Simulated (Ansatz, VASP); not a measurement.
## Two plane-wave programs on Rb

```
Rb
1.0
     4.97978    0.00000    0.00000
    -2.48989    4.31261    0.00000
     0.00000    0.00000    8.13364
Rb
2
Cartesian
  0.0000 2.8751 6.1002
  2.4899 1.4375 2.0334
```

Alike in both runs: task single point; functional HSE06; k mesh 6 × 6 × 4; occupations gaussian, width 0.05 eV; no spin polarisation.

```csv
,VASP,Ansatz
version,VASP 6.6.1,Ansatz 0.2.0
potentials or method,"VASP PAW PBE potentials, release 64 (Rb_sv), cutoff 400 eV","scalar-relativistic, plane waves, PAW"
valence electrons in the cell,18,18
```

```tsv
	VASP	Ansatz	Ansatz less VASP
pressure (GPa)	0.2	0.2	+0.01
traceless stress, the component that is largest in VASP (GPa)	-0.14	-0.14	0.000
```

Ansatz's warnings: filled band counts differ across k points, stress exchange threshold loose, stress scf threshold loose.
